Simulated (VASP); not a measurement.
A run of VASP 6.6.1 is set up as follows.

File POSCAR:

```
Te2Mo
1.0
    3.4941453541      0.0000000000      0.0000000000
   -1.7470726771      3.0260186412      0.0000000000
    0.0000000000      0.0000000000      7.6681129320
Te Mo
2 1
Direct
    0.3333333333      0.6666666667      0.7626646570
    0.3333333333      0.6666666667      0.2373353430
    0.0000000000      0.0000000000      0.0000000000
```

INCAR.step1

```
SYSTEM = Te2Mo
  PREC = Accurate
  ENCUT = 600
  ISMEAR = -1
  SIGMA = 0.02
  LREAL = .False.
  LASPH = .True.
  NELM = 80
  GGA = PE
  ALGO = Normal
  EDIFF = 1E-4
  LWAVE = .True.
  LCHARG = .False.
```

File INCAR.step2:

```
SYSTEM = Te2Mo
  PREC = Accurate
  ENCUT = 600
  EDIFF = 1E-6
  ISMEAR = -1
  SIGMA = 0.02
  LREAL = .False.
  LASPH = .True.
  NELM = 80
  ALGO = Normal
  ISIF = 3
  LWAVE = .False.
  LCHARG = .False.
  METAGGA = R2SCAN
  LMIXTAU = .True.
  LUSE_VDW = .True.
  IVDW_NL = 2
  BPARAM = 11.95
  CPARAM = 0.0093
  IBRION = 2
  NSW = 80
  EDIFFG = -0.005
  ISTART = 1
```

The input KPOINTS:

```
regular mesh
0
Gamma
  12 12 4
  0 0 0
```

Potentials or basis: VASP PAW PBE potentials, release 64 (Te, Mo_sv).

The run is started by

```console
$ cat potpaw_PBE.64/Te/POTCAR potpaw_PBE.64/Mo_sv/POTCAR > POTCAR
$ cp INCAR.step1 INCAR
$ mpirun -np 1 vasp_std > vasp.out
$ cp INCAR.step2 INCAR
$ mpirun -np 1 vasp_std > vasp.out
```

Estimate the relaxed cell.

a = 3.542 Å, b = 3.542 Å, c = 7.846 Å, α = 90.00°, β = 90.00°, γ = 120.00°.

Estimate the band gap on the k mesh.

1.13 eV (least direct gap 1.15 eV).

Predict the relaxed volume.

28.42 Å³/atom.

What does it give for the space group after relaxing (to 0.1 Å)?

P-6m2 (No. 187).

The path:
```
step  energy change (eV)  largest force (eV/Å)  pressure (GPa)  volume (Å³)
   1              0.0000                0.1210            1.43        81.08
   2             -0.0079                0.3897           -1.31        83.94
   3             -0.0108                0.3004           -0.41        82.95
   4             -0.0150                0.0036            0.29        83.22
   5             -0.0155                0.0780            0.12        83.16
   6             -0.0171                0.0675            0.08        83.42
   7             -0.0205                0.0373           -0.01        84.21
   8             -0.0218                0.0177           -0.12        85.80
   9             -0.0221                0.0052           -0.09        85.38
  10             -0.0218                0.0395            0.30        84.96
  11             -0.0221                0.0168            0.04        85.24
  12             -0.0220                0.0343           -0.10        85.28
  13             -0.0222                0.0038           -0.01        85.25
```

Caveat: the PAW data sets were made with another functional, which shifts forces and pressure a little; spin-orbit coupling is left out, which moves the levels of the heavy elements. A k mesh can miss the band edges.
